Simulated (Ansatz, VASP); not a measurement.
## Cu: VASP beside Ansatz

```
CELL_PARAMETERS angstrom
2.51982 0.00000 0.00000
0.00000 3.56356 0.00000
0.00000 0.00000 19.77970
ATOMIC_POSITIONS crystal
Cu 0.25000 0.25000 0.40921
Cu 0.75000 0.75000 0.46520
Cu 0.25000 0.25000 0.53480
Cu 0.75000 0.75000 0.59079
```

Alike in both runs: functional PBEsol; k mesh 14 × 10 × 1; occupations fermi-dirac, width 0.1 eV; no spin polarisation.

Ansatz relaxed the structure, and its values are those at the end. VASP's run is a single point on that final structure, the one shown.

|  | VASP | Ansatz |
| --- | --- | --- |
| version | VASP 6.6.1 | Ansatz 0.2.0 |
| potentials or method | VASP PAW PBE potentials, release 64 (Cu), cutoff 520 eV | all-electron LAPW, scalar-relativistic |

|  | VASP | Ansatz | Ansatz less VASP |
| --- | --- | --- | --- |
| rms of the force components (eV/Å) | 0.018 | 0.004 | -0.0135 |

VASP's potentials were made for PBE, not for PBEsol. Ansatz ran all-electron here, and VASP with PAW potentials.
